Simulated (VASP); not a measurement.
# W (Fm-3m) in VASP: further runs

The runs below take W through single point, with LDA.

All numbers are computed with VASP 6.6.1; they aren't measurements. Logs are shortened: lines on timing, memory, paths and dates and some standing lists are left out, and cuts for length are marked.

**1. The cell of the first run**

The structure is cubic, space group Fm-3m (No. 225). The conventional cell has a = 3.808 Å, b = 3.808 Å, c = 3.808 Å, α = 90.00°, β = 90.00°, γ = 90.00°. W (site symmetry m-3m) has 12 W at 2.69 Å within 3.6 Å.

**2. Single point, LDA (volume scaled by 0.88)**

INCAR reads:

```
SYSTEM = W
PREC = Accurate ; ENCUT = 520
EDIFF = 1E-6 ; ISMEAR = -1
SIGMA = 0.1 ; LREAL = .False.
LASPH = .True. ; NELM = 60
ALGO = Normal ; ISIF = 2
LWAVE = .False. ; LCHARG = .False.
NBANDS = 13
```

KPOINTS reads:

```
regular mesh
0
Gamma
  15 15 15
  0 0 0
```

POSCAR reads:

```
W
1.0
    0.0000000000      1.9042114985      1.9042114985
    1.9042114985      0.0000000000      1.9042114985
    1.9042114985      1.9042114985      0.0000000000
W
1
Direct
    0.0000000000      0.0000000000      0.0000000000
```

Potentials or basis: VASP PAW LDA potentials, release 64 (W_sv).

The run is started by

```bash
$ cat potpaw_LDA.64/W_sv/POTCAR > POTCAR
$ mpirun -np 1 vasp_std > vasp.out
```

OUTCAR:

```text
SYSTEM = W
   PREC = Accurate
   ENCUT = 520
   EDIFF = 1E-6
   ISMEAR = -1
   LREAL = .False.
   LASPH = .True.
   NELM = 60
   ISIF = 2

 ion  position               nearest neighbor table
   1  0.000  0.000  0.000-

  LATTYP: Found a face centered cubic cell.
 ALAT       =     3.8084229970

  Lattice vectors:

 A1 = (   0.0000000000,   1.9042114985,   1.9042114985)
 A2 = (   1.9042114985,   0.0000000000,   1.9042114985)
 A3 = (   1.9042114985,   1.9042114985,   0.0000000000)

Analysis of symmetry for initial positions (statically):
=====================================================================
 Subroutine PRICEL returns:
 Original cell was already a primitive cell.

 Routine SETGRP: Setting up the symmetry group for a
 face centered cubic supercell.

 Subroutine GETGRP returns: Found 48 space group operations
 (whereof 48 operations were pure point group operations)
 out of a pool of 48 trial point group operations.

The static configuration has the point symmetry O_h .

Analysis of symmetry for dynamics (positions and initial velocities):
=====================================================================
 Subroutine PRICEL returns:
 Original cell was already a primitive cell.

 Routine SETGRP: Setting up the symmetry group for a
 face centered cubic supercell.

 Subroutine GETGRP returns: Found 48 space group operations
 (whereof 48 operations were pure point group operations)
 out of a pool of 48 trial point group operations.

The dynamic configuration has the point symmetry O_h .

 Subroutine INISYM returns: Found 48 space group operations
 (whereof 48 operations are pure point group operations),
 and found     1 'primitive' translations

----------------------------------------------------------------------------------------

                                     Primitive cell

  volume of cell :      13.8094

  direct lattice vectors                    reciprocal lattice vectors
     0.000000000  1.904211499  1.904211499    -0.262575875  0.262575875  0.262575875
     1.904211499  0.000000000  1.904211499     0.262575875 -0.262575875  0.262575875
     1.904211499  1.904211499  0.000000000     0.262575875  0.262575875 -0.262575875

  length of vectors
     2.692961727  2.692961727  2.692961727     0.454794756  0.454794756  0.454794756

  position of ions in fractional coordinates (direct lattice)
     0.000000000  0.000000000  0.000000000
[... 81 lines left out ...]
   NFREE  =      0    steps in history (QN), initial steepest desc. (CG)
   ISIF   =      2    stress and relaxation
   ISYM   =      2    0-nonsym 1-usesym 2-fastsym
   POTIM  = 0.5000    time-step for ionic-motion
   TEBEG  =    0.0;   TEEND  =   0.0 temperature during run
   PSTRESS=    0.0 pullay stress
   NELECT =      14.0000    total number of electrons
   NUPDOWN=      -1.0000    fix difference up-down
   EMIN   =  10.00;   EMAX   =-10.00  energy-range for DOS
   EFERMI =   0.00;   METHOD = LEGACY
   ISMEAR =    -1;   SIGMA  =   0.10  broadening in eV -4-tet -1-fermi 0-gaus
   EFERMI_NEDOS =   21; number of points for ismear=-14 and -15
   IALGO  =     38    algorithm
   IMIX   =      4    mixing-type and parameters
     AMIX     =   0.40;   BMIX     =  1.00
     AMIX_MAG =   1.60;   BMIX_MAG =  1.00
  volume/ion in A,a.u.               =      13.81        93.19
  Fermi-wavevector in a.u.,A,eV,Ry     =   1.644595  3.107834 36.799583  2.704693
  Thomas-Fermi vector in A             =   2.734534
   LORBIT       =      0    0 simple, 1 ext, 2 COOP (PROOUT), +10 PAW based schemes
   GGA     = CA    functional components
   LHFCALC =     F    Hartree Fock is set to
   AEXX    =    0.0000 exact exchange contribution
   IVDW    =     0    specifies the selected vdW correction
   LEPSILON=     F    determine dielectric tensor
   LRPA    =     F    only Hartree local field effects (RPA)
 non-spin polarized calculation
  energy-cutoff  :      520.00
  volume of cell :       13.81
 maximum number of plane-waves:       380
   NGX =  9   NGY =  9   NGZ =  9

 number of electron      14.0000000 magnetization

 Free energy of the ion-electron system (eV)
  ---------------------------------------------------
  ext. energy  EPLUGINS =         0.00000000
  ---------------------------------------------------
  free energy    TOTEN  =       -13.33726258 eV

  energy without entropy =      -13.30814534  energy(sigma->0) =      -13.32270396

 E-fermi :  12.9044     XC(G=0): -14.6057

 val. band max:       12.8876200227   @ k =  -0.3333   0.4667   0.1333
 cond. band min:      12.9517978466   @ k =  -0.2667   0.1333   0.0000
 fundamental gap:      0.0641778238
 Fermi energy:        12.9044025993

 k-point     1 :       0.0000    0.0000    0.0000
  band No.  band energies     occupation
      1     -60.0470      2.00000
      2     -23.6046      2.00000
      3     -23.6046      2.00000
      4     -23.6046      2.00000
      5       3.1781      2.00000
      6      12.0674      1.99954
      7      12.0674      1.99954
      8      12.0674      1.99954
      9      16.0147      0.00000
     10      16.0147      0.00000
     11      25.9483      0.00000
     12      31.9972      0.00000
     13      31.9972      0.00000
[... 354 lines left out ...]
  band No.  band energies     occupation
      1     -59.9645      2.00000
      2     -24.2175      2.00000
      3     -23.7935      2.00000
      4     -23.7765      2.00000
      5       5.1508      2.00000
      6      10.4144      2.00000
      7      13.0344      0.42849
      8      13.2531      0.05936
      9      14.1835      0.00001
     10      16.6606      0.00000
     11      29.5915      0.00000
     12      30.4199      0.00000
     13      33.7161      0.00000

 [... further k-points ...]

------------------------ aborting loop because EDIFF is reached ----------------------------------------

  FORCE on cell =-STRESS in cart. coord.  units (eV):
  Direction    XX          YY          ZZ          XY          YZ          ZX
  --------------------------------------------------------------------------------------
  -------------------------------------------------------------------------------------
  Total        4.6906315      4.6906315      4.6906315      0.0000000      0.0000000      0.0000000
  in kB      544.2097981    544.2097981    544.2097981      0.0000000      0.0000000      0.0000000
  external PRESSURE =     544.2097981 kB  Pullay stress =       0.0000000 kB

 VOLUME and BASIS-vectors are now :
 -----------------------------------------------------------------------------
  energy-cutoff  :      520.00
  volume of cell :       13.81
      direct lattice vectors                 reciprocal lattice vectors
     0.000000000  1.904211499  1.904211499    -0.262575875  0.262575875  0.262575875
     1.904211499  0.000000000  1.904211499     0.262575875 -0.262575875  0.262575875
     1.904211499  1.904211499  0.000000000     0.262575875  0.262575875 -0.262575875

 POSITION                                       TOTAL-FORCE (eV/Angst)
 -----------------------------------------------------------------------------------
      0.00000      0.00000      0.00000        -0.000000      0.000000     -0.000000
 -----------------------------------------------------------------------------------
    total drift:                                0.000000      0.000000      0.000000

  FREE ENERGIE OF THE ION-ELECTRON SYSTEM (eV)
  ---------------------------------------------------
  free  energy   TOTEN  =       -13.3372625773 eV

  energy  without entropy=      -13.3081453350  energy(sigma->0) =      -13.32270396
```

OSZICAR:

```text
N       E                     dE             d eps       ncg     rms          rms(c)
DAV:   1     0.841071086479E+02    0.84107E+02   -0.74005E+03  3149   0.125E+03
DAV:   2    -0.122333467917E+02   -0.96340E+02   -0.92168E+02  3470   0.321E+02
DAV:   3    -0.138543438962E+02   -0.16210E+01   -0.16158E+01  3435   0.400E+01
DAV:   4    -0.138598504774E+02   -0.55066E-02   -0.55064E-02  3505   0.257E+00
DAV:   5    -0.138598865592E+02   -0.36082E-04   -0.36082E-04  3515   0.197E-01    0.264E+01
DAV:   6    -0.134637239660E+02    0.39616E+00   -0.26884E-01  3310   0.686E+00    0.119E+01
DAV:   7    -0.133417708392E+02    0.12195E+00   -0.16093E-01  3420   0.500E+00    0.405E-01
DAV:   8    -0.133372563692E+02    0.45145E-02   -0.41183E-03  3210   0.905E-01    0.684E-02
DAV:   9    -0.133372581189E+02   -0.17496E-05   -0.43985E-05  3680   0.772E-02    0.441E-02
DAV:  10    -0.133372625360E+02   -0.44172E-05   -0.46105E-06  3335   0.274E-02    0.240E-03
DAV:  11    -0.133372625773E+02   -0.41227E-07   -0.56805E-08  1815   0.294E-03
   1 F= -.13337263E+02 E0= -.13322704E+02  d E =-.291172E-01
```

stdout:

```text
POSCAR found type information on POSCAR W
 POSCAR found :  1 types and       1 ions
 scaLAPACK will be used
 LDA part: xc-table for (Slater(with rela. corr.)+CA(PZ))
 , standard interpolation
 POSCAR, INCAR and KPOINTS ok, starting setup
 FFT: planning ... GRIDC
 FFT: planning ... GRID_SOFT
 FFT: planning ... GRID
 WAVECAR not read
 entering main loop
```

Run time: 12 s. Hardware: 1 thread of Intel Xeon 6975P-C (Granite Rapids), shared host; peak memory 0.13 GiB.

Results:

* Free energy: -13.3373 eV
* Pressure: 54.4 GPa
* Band gap on the k mesh: zero (band 7 reaches 17.09 eV, above the bottom of band 8 at 12.07 eV)

Caveat: spin-orbit coupling is left out, which moves the levels of the heavy elements.

**3. Single point, LDA (volume scaled by 0.92)**

INCAR reads:

```
SYSTEM = W
  PREC = Accurate
  ENCUT = 520
  EDIFF = 1E-6
  ISMEAR = -1
  SIGMA = 0.1
  LREAL = .FALSE.
  LASPH = .TRUE.
  NELM = 60
  ALGO = Normal
  ISIF = 2
  LWAVE = .FALSE.
  LCHARG = .TRUE.
  GGA = CA
  LELF = .TRUE.
  LVHAR = .TRUE.
  NBANDS = 13
```

KPOINTS reads:

```
regular mesh
0
G
  15 15 15
  0 0 0
```

POSCAR reads:

```
W
1.0
    0.0000000000      1.9326367563      1.9326367563
    1.9326367563      0.0000000000      1.9326367563
    1.9326367563      1.9326367563      0.0000000000
W
1
Direct
    0.0000000000      0.0000000000      0.0000000000
```

Potentials or basis: VASP PAW LDA potentials, release 64 (W_sv).

The run is started by

```bash
$ cat potpaw_LDA.64/W_sv/POTCAR > POTCAR
$ mpirun -np 1 vasp_std > vasp.out
```

OUTCAR:

```text
SYSTEM = W
   PREC = Accurate
   ENCUT = 520
   EDIFF = 1E-6
   ISMEAR = -1
   LREAL = .FALSE.
   LASPH = .TRUE.
   NELM = 60
   ISIF = 2
   GGA = CA

 ion  position               nearest neighbor table
   1  0.000  0.000  0.000-

  LATTYP: Found a face centered cubic cell.
 ALAT       =     3.8652735126

  Lattice vectors:

 A1 = (   0.0000000000,   1.9326367563,   1.9326367563)
 A2 = (   1.9326367563,   0.0000000000,   1.9326367563)
[... 561 lines left out ...]
     12      29.4209      0.00000
     13      32.6091      0.00000

 [... further k-points ...]

------------------------ aborting loop because EDIFF is reached ----------------------------------------

  FORCE on cell =-STRESS in cart. coord.  units (eV):
  Direction    XX          YY          ZZ          XY          YZ          ZX
  --------------------------------------------------------------------------------------
  -------------------------------------------------------------------------------------
  Total        2.9704629      2.9704629      2.9704629      0.0000000      0.0000000      0.0000000
  in kB      329.6507090    329.6507090    329.6507090      0.0000000      0.0000000      0.0000000
  external PRESSURE =     329.6507090 kB  Pullay stress =       0.0000000 kB

 VOLUME and BASIS-vectors are now :
 -----------------------------------------------------------------------------
  energy-cutoff  :      520.00
  volume of cell :       14.44
      direct lattice vectors                 reciprocal lattice vectors
     0.000000000  1.932636756  1.932636756    -0.258713904  0.258713904  0.258713904
     1.932636756  0.000000000  1.932636756     0.258713904 -0.258713904  0.258713904
     1.932636756  1.932636756  0.000000000     0.258713904  0.258713904 -0.258713904

 POSITION                                       TOTAL-FORCE (eV/Angst)
 -----------------------------------------------------------------------------------
      0.00000      0.00000      0.00000         0.000000     -0.000000     -0.000000
 -----------------------------------------------------------------------------------
    total drift:                                0.000000      0.000000      0.000000

  FREE ENERGIE OF THE ION-ELECTRON SYSTEM (eV)
  ---------------------------------------------------
  free  energy   TOTEN  =       -13.5075137684 eV

  energy  without entropy=      -13.4775456824  energy(sigma->0) =      -13.49252973
```

OSZICAR:

```text
N       E                     dE             d eps       ncg     rms          rms(c)
DAV:   1     0.808782761948E+02    0.80878E+02   -0.74331E+03  3146   0.124E+03
DAV:   2    -0.125409645748E+02   -0.93419E+02   -0.90047E+02  3435   0.318E+02
DAV:   3    -0.140571335497E+02   -0.15162E+01   -0.15091E+01  3470   0.388E+01
DAV:   4    -0.140627542272E+02   -0.56207E-02   -0.56205E-02  3525   0.259E+00
DAV:   5    -0.140627954700E+02   -0.41243E-04   -0.41243E-04  3535   0.209E-01    0.243E+01
DAV:   6    -0.136348167095E+02    0.42798E+00   -0.31073E-01  3330   0.730E+00    0.105E+01
DAV:   7    -0.135122935567E+02    0.12252E+00   -0.16911E-01  3450   0.507E+00    0.392E-01
DAV:   8    -0.135075043199E+02    0.47892E-02   -0.41741E-03  3195   0.897E-01    0.716E-02
DAV:   9    -0.135075097359E+02   -0.54160E-05   -0.44086E-05  3715   0.762E-02    0.465E-02
DAV:  10    -0.135075137553E+02   -0.40195E-05   -0.46623E-06  3335   0.284E-02    0.114E-03
DAV:  11    -0.135075137684E+02   -0.13038E-07   -0.65218E-08  1865   0.307E-03
   1 F= -.13507514E+02 E0= -.13492530E+02  d E =-.299681E-01
```

Run time: 13 s. Hardware: 1 thread of Intel Xeon 6975P-C (Granite Rapids), shared host; peak memory 0.13 GiB.

Results:

```
Free energy            : -13.5075 eV
Pressure               : 33.0 GPa
Band gap on the k mesh : zero (band 7 reaches 16.04 eV, above the bottom of band 8 at 11.46 eV)
```

Levels at points of the mesh, in eV from the Fermi level:
| k point | band 5 | band 6 | band 7 | band 8 | band 9 | band 10 |
| --- | --- | --- | --- | --- | --- | --- |
| (0.00, 0.00, 0.00) | -9.53 | -0.76 | -0.76 | -0.76 | 2.95 | 2.95 |

Caveat: spin-orbit coupling is left out, which moves the levels of the heavy elements.

**4. Single point, LDA (volume scaled by 0.96)**

INCAR reads:

```
SYSTEM = W
PREC = Accurate ; ENCUT = 520
EDIFF = 1E-6 ; ISMEAR = -1
SIGMA = 0.1 ; LREAL = .False.
LASPH = .True. ; NELM = 100
ALGO = Normal ; ISIF = 2
LWAVE = .False. ; LCHARG = .False.
GGA = CA ; NBANDS = 13
```

KPOINTS reads:

```
Automatic mesh
0
Gamma
  15 15 15
  0 0 0
```

POSCAR reads:

```
W
1.0
    0.0000000000      1.9602495835      1.9602495835
    1.9602495835      0.0000000000      1.9602495835
    1.9602495835      1.9602495835      0.0000000000
W
1
Direct
    0.0000000000      0.0000000000      0.0000000000
```

The run is started by

```bash
$ cat potpaw_LDA.64/W_sv/POTCAR > POTCAR
$ mpirun -np 1 vasp_std > vasp.out
```

Wall time 11 s (1 thread of Intel Xeon 6975P-C (Granite Rapids), shared host); peak memory 0.14 GiB.

Results (log left out):

```yaml
Free_energy: -13.6018 eV
Pressure: 15.5 GPa
Band_gap_on_the_k_mesh: zero (band 7 reaches 15.08 eV, above the bottom of band 8 at 10.88 eV)
```

Levels at points of the mesh, in eV from the Fermi level:
```tsv
k point	band 3	band 4	band 5	band 6	band 7	band 8	band 9	band 10	band 11	band 12
(0.00, 0.00, 0.00)	-36.82	-36.82	-9.34	-0.70	-0.70	-0.70	2.79	2.79	12.96	18.55
```

Caveat: spin-orbit coupling is left out, which moves the levels of the heavy elements.

**5. The runs side by side**

```tsv
cell	gap on the mesh (eV)	pressure (GPa)
a = 2.693 Å, angles 60.0°, 1 atom	none	54.4
a = 2.733 Å, angles 60.0°, 1 atom	none	33.0
a = 2.772 Å, angles 60.0°, 1 atom	none	15.5
```

Alike in all rows: task single point; level LDA; potentials or basis VASP PAW LDA potentials, release 64 (W_sv); no spin polarisation; k mesh 15 × 15 × 15; cutoff (eV) 520; smearing fermi-dirac 0.1 eV.

Caveats: spin-orbit coupling is left out, which moves the levels of the heavy elements.

Total energies depend on the potentials used, so only differences within one code and one set of settings carry meaning.
